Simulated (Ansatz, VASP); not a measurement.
## Two plane-wave programs on Cu

```xyz
1
Lattice="-0.0044 1.7884 1.8385 1.8229 -0.0175 1.8516 1.7828 1.7614 0.0226" Properties=species:S:1:pos:R:3 pbc="T T T"
Cu    0.0000    0.0000    0.0000
```

Alike in both runs: task relaxation of cell and atoms; functional PBEsol; k mesh 13 × 12 × 13; occupations fermi-dirac, width 0.05 eV; no spin polarisation.

|  | VASP | Ansatz |
| --- | --- | --- |
| version | VASP 6.6.1 | Ansatz 0.2.0 |
| potentials or method | VASP PAW PBE potentials, release 64 (Cu) | Ansatz PAW |
| plane-wave cutoff (eV) | 600 | 420 |
| valence electrons in the cell | 11 | 19 |

Ansatz gave:

- gap on the k mesh at the Fermi level, each at its own relaxed structure (eV): none
- relaxed volume (Å³/atom): 11.31
- relaxed length of the cell vector where the two differ most in proportion (Å): 2.513

What did VASP give for the same quantities?

gap on the k mesh at the Fermi level, each at its own relaxed structure (eV): none; relaxed volume (Å³/atom): 11.36; relaxed length of the cell vector where the two differ most in proportion (Å): 2.519.

VASP's potentials were made for PBE, not for PBEsol. A gap of «none» marks a metal or a gap that the smearing closes. VASP's potentials hold 11 valence electrons a cell and Ansatz's 19, so a difference there can come from the potentials and not from the codes.

Noted on Ansatz's run: the plane-wave basis is chosen anew once the cell has moved, so the energies of steps on either side of that aren't comparable.
